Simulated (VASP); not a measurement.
# Br (Fd-3m) in VASP: further runs

Br is run at these levels: PBE; tasks: relaxation of cell and atoms.

All numbers are computed with VASP 6.6.1; they aren't measurements. Logs are shortened: lines on timing, memory, paths and dates and some standing lists are left out, and cuts for length are marked.

## Step 1: The cell of the first run

It takes space group Fd-3m (No. 227, cubic). The conventional cell has a = 6.480 Å, b = 6.480 Å, c = 6.480 Å, α = 90.00°, β = 90.00°, γ = 90.00°. Br (site symmetry -43m) has 4 Br at 2.81 Å within 3.7 Å.

## Step 2: Relaxation of cell and atoms, PBE, target pressure 40 GPa, at which the enthalpy is minimised

File INCAR:

```
SYSTEM = Br
PREC = Accurate
ENCUT = 600
EDIFF = 1E-6
ISMEAR = 1
SIGMA = 0.01
LREAL = .FALSE.
LASPH = .TRUE.
NELM = 100
ALGO = Normal
ISIF = 3
LWAVE = .FALSE.
LCHARG = .FALSE.
GGA = PE
IBRION = 2
NSW = 50
EDIFFG = -0.02
PSTRESS = 400.0
```

File KPOINTS:

```
regular mesh
0
G
  6 6 6
  0 0 0
```

File POSCAR:

```
Br
1.0
    0.0000000000      3.2400000000      3.2400000000
    3.2400000000      0.0000000000      3.2400000000
    3.2400000000      3.2400000000      0.0000000000
Br
2
Direct
    0.0000000000      0.0000000000      0.0000000000
    0.2500000000      0.2500000000      0.2500000000
```

Potentials or basis: VASP PAW PBE potentials, release 64 (Br).

Started as:

```
cat potpaw_PBE.64/Br/POTCAR > POTCAR
mpirun -np 1 vasp_std > vasp.out
```

OUTCAR:

```text
SYSTEM = Br
   PREC = Accurate
   ENCUT = 600
   EDIFF = 1E-6
   ISMEAR = 1
   LREAL = .FALSE.
   LASPH = .TRUE.
   NELM = 100
   ISIF = 3
   GGA = PE
   IBRION = 2
   NSW = 50
   EDIFFG = -0.02
   PSTRESS = 400.0

 ion  position               nearest neighbor table
   1  0.000  0.000  0.000-
   2  0.250  0.250  0.250-

  LATTYP: Found a face centered cubic cell.
 ALAT       =     6.4800000000

  Lattice vectors:

 A1 = (   0.0000000000,   3.2400000000,   3.2400000000)
 A2 = (   3.2400000000,   0.0000000000,   3.2400000000)
 A3 = (   3.2400000000,   3.2400000000,   0.0000000000)

Analysis of symmetry for initial positions (statically):
=====================================================================
 Subroutine PRICEL returns:
 Original cell was already a primitive cell.

 Routine SETGRP: Setting up the symmetry group for a
 face centered cubic supercell.

 Subroutine GETGRP returns: Found 48 space group operations
 (whereof 24 operations were pure point group operations)
 out of a pool of 48 trial point group operations.

The static configuration has the point symmetry T_d .
 The point group associated with its full space group is O_h .

Analysis of symmetry for dynamics (positions and initial velocities):
=====================================================================
 Subroutine PRICEL returns:
 Original cell was already a primitive cell.

 Routine SETGRP: Setting up the symmetry group for a
 face centered cubic supercell.

 Subroutine GETGRP returns: Found 48 space group operations
 (whereof 24 operations were pure point group operations)
 out of a pool of 48 trial point group operations.

The dynamic configuration has the point symmetry T_d .
 The point group associated with its full space group is O_h .

 Subroutine INISYM returns: Found 48 space group operations
 (whereof 24 operations are pure point group operations),
 and found     1 'primitive' translations

----------------------------------------------------------------------------------------

                                     Primitive cell

  volume of cell :      68.0244

  direct lattice vectors                    reciprocal lattice vectors
     0.000000000  3.240000000  3.240000000    -0.154320988  0.154320988  0.154320988
     3.240000000  0.000000000  3.240000000     0.154320988 -0.154320988  0.154320988
     3.240000000  3.240000000  0.000000000     0.154320988  0.154320988 -0.154320988

  length of vectors
     4.582051942  4.582051942  4.582051942     0.267291791  0.267291791  0.267291791

  position of ions in fractional coordinates (direct lattice)
[... 82 lines left out ...]
   NUPDOWN=      -1.0000    fix difference up-down
   EMIN   =  10.00;   EMAX   =-10.00  energy-range for DOS
   EFERMI =   0.00;   METHOD = LEGACY
   ISMEAR =     1;   SIGMA  =   0.01  broadening in eV -4-tet -1-fermi 0-gaus
   EFERMI_NEDOS =   21; number of points for ismear=-14 and -15
   IALGO  =     38    algorithm
   IMIX   =      4    mixing-type and parameters
     AMIX     =   0.40;   BMIX     =  1.00
     AMIX_MAG =   1.60;   BMIX_MAG =  1.00
  volume/ion in A,a.u.               =      34.01       229.53
  Fermi-wavevector in a.u.,A,eV,Ry     =   0.966561  1.826535 12.711103  0.934240
  Thomas-Fermi vector in A             =   2.096373
   LORBIT       =      0    0 simple, 1 ext, 2 COOP (PROOUT), +10 PAW based schemes
   GGA     = PE    functional components
   LHFCALC =     F    Hartree Fock is set to
   AEXX    =    0.0000 exact exchange contribution
   IVDW    =     0    specifies the selected vdW correction
   LEPSILON=     F    determine dielectric tensor
   LRPA    =     F    only Hartree local field effects (RPA)
 conjugate gradient relaxation of ions
 non-spin polarized calculation
 Methfessel and Paxton  Order N= 1 SIGMA  =   0.01
  energy-cutoff  :      600.00
  volume of cell :       68.02
 maximum number of plane-waves:      2285
 NGX is ok and might be reduce to    40
   NGX = 19   NGY = 19   NGZ = 19

--------------------------------------- Ionic step        1  -------------------------------------------

 number of electron      14.0000001 magnetization

 Free energy of the ion-electron system (eV)
  ---------------------------------------------------
  ext. energy  EPLUGINS =         0.00000000
  ---------------------------------------------------
  free energy    TOTEN  =        -1.72321407 eV

  energy without entropy =       -1.72308385  energy(sigma->0) =       -1.72317066

------------------------ aborting loop because EDIFF is reached ----------------------------------------

  FORCE on cell =-STRESS in cart. coord.  units (eV):
  Direction    XX          YY          ZZ          XY          YZ          ZX
  --------------------------------------------------------------------------------------
  -------------------------------------------------------------------------------------
  Total        2.7004852      2.7004852      2.7004852      0.0000000     -0.0000000     -0.0000000
  in kB       63.6044288     63.6044288     63.6044288      0.0000000     -0.0000000     -0.0000000
  external PRESSURE =    -336.3955712 kB  Pullay stress =     400.0000000 kB
[... 25 lines left out ...]
--------------------------------------- Ionic step        2  -------------------------------------------

 number of electron      14.0000000 magnetization

 E-fermi :  20.6984     XC(G=0): -14.2045

 val. band max:       20.4760183161   @ k =  -0.3333   0.3333   0.1667
 cond. band min:      20.6983899246   @ k =  -0.3333   0.3333   0.0000
 fundamental gap:      0.2223716085
 Fermi energy:        20.6983899246

 k-point     1 :       0.0000    0.0000    0.0000
  band No.  band energies     occupation
      1     -12.3962      2.00000
      2       8.4830      2.00000
      3       8.4830      2.00000
      4       8.4830      2.00000
      5      13.7877      2.00000
      6      13.7877      2.00000
      7      13.7877      2.00000
      8      14.3195      2.00000
      9      23.2061      0.00000
     10      24.5392      0.00000
     11      24.5392      0.00000
[... 321 lines left out ...]
--------------------------------------- Ionic step        5  -------------------------------------------

 number of electron      14.0000001 magnetization

 Free energy of the ion-electron system (eV)
  ---------------------------------------------------
  ext. energy  EPLUGINS =         0.00000000
  ---------------------------------------------------
  free energy    TOTEN  =         0.86640453 eV

  energy without entropy =        0.86687473  energy(sigma->0) =        0.86656126

 E-fermi :   5.0671     XC(G=0):  -9.4841

 val. band max:        5.0650864718   @ k =   0.5000   0.3333   0.1667
 cond. band min:       5.1077037704   @ k =  -0.3333   0.3333   0.1667
 fundamental gap:      0.0426172986
 Fermi energy:         5.0671397877

 k-point     1 :       0.0000    0.0000    0.0000
  band No.  band energies     occupation
      1     -14.7439      2.00000
      2      -7.6531      2.00000
      3      -0.9150      2.00000
      4      -0.9150      2.00000
      5      -0.9150      2.00000
      6       2.4838      2.00000
      7       2.4838      2.00000
      8       2.4838      2.00000
      9       9.2097      0.00000
     10      12.3310      0.00000
     11      12.3310      0.00000
[... 241 lines left out ...]
  energy  without entropy=        0.8668747321  energy(sigma->0) =        0.86656126

  enthalpy is  TOTEN    =        12.3507148307 eV   P V=       11.4843103000

 reached required accuracy - stopping structural energy minimisation
```

OSZICAR:

```text
N       E                     dE             d eps       ncg     rms          rms(c)
DAV:   1     0.851652751954E+02    0.85165E+02   -0.62300E+03   352   0.118E+03
DAV:   2     0.363538727344E+01   -0.81530E+02   -0.78601E+02   595   0.185E+02
DAV:   3    -0.166343795095E+01   -0.52988E+01   -0.52275E+01   430   0.540E+01
[... 48 lines left out ...]
DAV:   4     0.865240687470E+00   -0.10646E-02   -0.30886E-03   355   0.409E-01    0.664E-01
DAV:   5     0.866392020994E+00    0.11513E-02   -0.43732E-03   358   0.365E-01    0.581E-02
DAV:   6     0.866401556223E+00    0.95352E-05   -0.50570E-05   376   0.573E-02    0.393E-02
DAV:   7     0.866404498145E+00    0.29419E-05   -0.51703E-06   373   0.175E-02    0.397E-03
DAV:   8     0.866404530716E+00    0.32570E-07   -0.66682E-08   176   0.279E-03
   5 F= 0.12350715E+02 E0= 0.12350872E+02  d E =-.290907E+01
```

CONTCAR:

```text
Br
   1.00000000000000
    -0.0000000000000000    2.8438619110259329    2.8438619110259329
     2.8438619110259329    0.0000000000000000    2.8438619110259329
     2.8438619110259329    2.8438619110259329    0.0000000000000000
  Br
     2
Direct
     0.0000000000000000    0.0000000000000000    0.0000000000000000
     0.2500000000000000    0.2500000000000000    0.2500000000000000

  0.00000000E+00  0.00000000E+00  0.00000000E+00
  0.00000000E+00  0.00000000E+00  0.00000000E+00
```

Run time: 66 s. Hardware: 1 thread of AMD EPYC 7R43 (Zen 3), shared host; peak memory 0.22 GiB.

What came out:

```
Free energy                                            : 0.8664 eV
Relaxed volume                                         : 23.00 Å³/atom
Relaxed cell                                           : a = 4.022 Å, b = 4.022 Å, c = 4.022 Å, α = 60.00°, β = 60.00°, γ = 60.00°
Space group after relaxing (to 0.05 Å)                 : Fd-3m (No. 227)
Energy change on relaxing (the enthalpy is what falls) : +1294.8 meV/atom
Ionic steps                                            : 5
Pressure after relaxing                                : 39.9 GPa
Band gap on the k mesh                                 : zero (band 7 reaches 6.33 eV, above the bottom of band 8 at 2.48 eV)
```

Step by step:
| step | energy change (eV) | largest force (eV/Å) | pressure (GPa) | volume (Å³) |
| --- | --- | --- | --- | --- |
| 1 | 0.0000 | 0.0000 | 6.36 | 68.02 |
| 2 | 31.1813 | 0.0000 | 564.25 | 19.16 |
| 3 | 1.6609 | 0.0000 | 28.54 | 50.37 |
| 4 | 2.0954 | 0.0000 | 33.95 | 48.14 |
| 5 | 2.5896 | 0.0000 | 39.95 | 46.00 |

Final structure:
```cif
data_structure
_symmetry_space_group_name_H-M 'P 1'
_symmetry_Int_Tables_number 1
_cell_length_a 4.0218
_cell_length_b 4.0218
_cell_length_c 4.0218
_cell_angle_alpha 60.000
_cell_angle_beta 60.000
_cell_angle_gamma 60.000
_cell_volume 46.00
loop_
_atom_site_label
_atom_site_type_symbol
_atom_site_fract_x
_atom_site_fract_y
_atom_site_fract_z
_atom_site_occupancy
Br1 Br 0.00000 0.00000 0.00000 1
Br2 Br 0.25000 0.25000 0.25000 1
```

Levels at points of the mesh, in eV from the Fermi level:
```tsv
k point	band 4	band 5	band 6	band 7	band 8	band 9	band 10	band 11
(0.00, 0.00, 0.00)	-5.98	-5.98	-2.58	-2.58	-2.58	4.14	7.26	7.26
(0.50, 0.00, 0.00)	-6.85	-6.50	-1.23	-1.23	0.82	6.73	6.95	7.94
(0.50, 0.50, 0.00)	-7.81	-3.86	-3.86	1.26	1.26	5.99	5.99	9.85
```

Caveat: the cell is relaxed towards a set pressure, so the enthalpy falls and the energy may rise; the volume moved by over 15 % at a fixed basis, so the end points are rough.

## Step 3: Relaxation of cell and atoms, PBE, target pressure 60 GPa, at which the enthalpy is minimised

File INCAR:

```
SYSTEM = Br
ALGO     = Normal         ! electronic algorithm
EDIFF    = 1E-7           ! SCF threshold, eV
EDIFFG   = -0.02          ! ionic threshold
ENCUT    = 600            ! plane-wave cutoff, eV
GGA      = PE             ! functional
IBRION   = 2              ! ionic algorithm
ISIF     = 3              ! what is computed and relaxed
ISMEAR   = 1              ! smearing method
LASPH    = .TRUE.         ! aspherical terms in the spheres
LCHARG   = .FALSE.        ! write CHGCAR
LREAL    = .FALSE.        ! projectors in reciprocal space
LWAVE    = .FALSE.        ! write WAVECAR
NELM     = 60             ! most SCF steps
NSW      = 50             ! ionic steps
PREC     = Accurate       ! precision mode
PSTRESS  = 600.0        
SIGMA    = 0.01           ! smearing width, eV
```

File KPOINTS:

```
k-points
0
G
  6 6 6
  0 0 0
```

POSCAR is that of step 2.

Potentials or basis: VASP PAW PBE potentials, release 64 (Br).

Started as:

```
cat potpaw_PBE.64/Br/POTCAR > POTCAR
mpirun -np 1 vasp_std > vasp.out
```

It took 1.8 min on 1 thread of AMD EPYC 7R43 (Zen 3), shared host; peak memory 0.28 GiB.

It converged, with:

```yaml
Free_energy: 2.4639 eV
Relaxed_volume: 20.39 Å³/atom
Relaxed_cell: a = 3.863 Å, b = 3.863 Å, c = 3.863 Å, α = 60.00°, β = 60.00°, γ = 60.00°
Space_group_after_relaxing_to_0.05_Å: Fd-3m (No. 227)
Energy_change_on_relaxing_the_enthalpy_is_what_falls: +2093.6 meV/atom
Ionic_steps: 7
Pressure_after_relaxing: 59.9 GPa
Band_gap_on_the_k_mesh: zero (band 7 reaches 8.29 eV, above the bottom of band 8 at 3.61 eV)
```

Step by step:
| step | energy change (eV) | largest force (eV/Å) | pressure (GPa) | volume (Å³) |
| --- | --- | --- | --- | --- |
| 1 | 0.0000 | 0.0000 | 6.36 | 68.02 |
| 2 | 295.7536 | 0.0000 | 13783.75 | 6.23 |
| 3 | 0.2222 | 0.0000 | 9.66 | 63.54 |
| 4 | 0.4777 | 0.0000 | 13.10 | 59.90 |
| 5 | 5.2215 | 0.0000 | 73.65 | 38.29 |
| 6 | 4.0104 | 0.0000 | 57.61 | 41.26 |
| 7 | 4.1871 | 0.0000 | 59.92 | 40.78 |

Final structure:
```cif
data_structure
_symmetry_space_group_name_H-M 'P 1'
_symmetry_Int_Tables_number 1
_cell_length_a 3.8635
_cell_length_b 3.8635
_cell_length_c 3.8635
_cell_angle_alpha 60.000
_cell_angle_beta 60.000
_cell_angle_gamma 60.000
_cell_volume 40.78
loop_
_atom_site_label
_atom_site_type_symbol
_atom_site_fract_x
_atom_site_fract_y
_atom_site_fract_z
_atom_site_occupancy
Br1 Br 0.00000 0.00000 0.00000 1
Br2 Br 0.25000 0.25000 0.25000 1
```

Levels at points of the mesh, in eV from the Fermi level:
```
           k point  band 3  band 4  band 5  band 6  band 7  band 8  band 9  band 10  band 11
(0.00, 0.00, 0.00)   -6.81   -6.81   -6.81   -3.08   -3.08   -3.08    3.87     6.80     6.80
(0.50, 0.00, 0.00)   -7.81   -7.81   -7.14   -1.55   -1.55    1.28    6.56     6.66     7.80
(0.50, 0.50, 0.00)   -8.93   -8.93   -4.37   -4.37    1.59    1.59    5.95     5.95     9.65
```

Caveat: the cell is relaxed towards a set pressure, so the enthalpy falls and the energy may rise; the volume moved by over 15 % at a fixed basis, so the end points are rough.
